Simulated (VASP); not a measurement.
Here is a VASP 6.6.1 calculation.

POSCAR

```
Ti3AlC2
1.0
    3.0488369496     -0.0000000029      0.0000000000
   -1.5244184723      2.6403702518      0.0000000000
    0.0000000000      0.0000000000     18.5098123900
Ti Al C
6 2 4
Direct
    0.0000000000      0.0000000000      0.0000000000
    0.0000000000      0.0000000000      0.5000000000
    0.3333333333      0.6666666667      0.1278050020
    0.6666666667      0.3333333333      0.6278050020
    0.3333333333      0.6666666667      0.3721949980
    0.6666666667      0.3333333333      0.8721949980
    0.0000000000      0.0000000000      0.2500000000
    0.0000000000      0.0000000000      0.7500000000
    0.3333333333      0.6666666667      0.5696049326
    0.6666666667      0.3333333333      0.0696049326
    0.3333333333      0.6666666667      0.9303950674
    0.6666666667      0.3333333333      0.4303950674
```

Contents of INCAR.step1:

```
PREC = Accurate
ENCUT = 520
ISMEAR = -1
SIGMA = 0.1
LREAL = F
LASPH = T
NELM = 100
NBANDS = 59
GGA = PE
ALGO = Normal
EDIFF = 1E-4
LWAVE = T
LCHARG = F
```

File INCAR.step2:

```
PREC = Accurate
ENCUT = 520
EDIFF = 1E-6
ISMEAR = -1
SIGMA = 0.1
LREAL = F
LASPH = T
NELM = 100
ALGO = Normal
ISIF = 2
LWAVE = F
LCHARG = F
METAGGA = R2SCAN
LMIXTAU = T
NBANDS = 59
ISTART = 1
```

Contents of KPOINTS:

```
regular mesh
0
Gamma
  13 13 2
```

Potentials or basis: VASP PAW PBE potentials, release 64 (Ti_sv, Al, C).

The run is started by

```bash
$ cat potpaw_PBE.64/Ti_sv/POTCAR potpaw_PBE.64/Al/POTCAR potpaw_PBE.64/C/POTCAR > POTCAR
$ cp INCAR.step1 INCAR
$ mpirun -np 1 vasp_std > vasp.out
$ cp INCAR.step2 INCAR
$ mpirun -np 1 vasp_std > vasp.out
```

Task: Predict the largest force.

Result: 0.091 eV/Å.

Task: What does it give for the pressure?

Result: 4.1 GPa.

Forces on the atoms (eV/Å):
```
Ti   0.000  0.000  0.000
Ti   0.000  0.000  0.000
Ti   0.000  0.000  0.091
Ti   0.000  0.000  0.091
Ti   0.000  0.000 -0.091
Ti   0.000  0.000 -0.091
Al   0.000  0.000  0.000
Al   0.000  0.000  0.000
C    0.000  0.000 -0.028
C    0.000  0.000 -0.028
C    0.000  0.000  0.028
C    0.000  0.000  0.028
```

Caveat: the cell stands under pressure; the PAW data sets were made with another functional, which shifts forces and pressure a little.
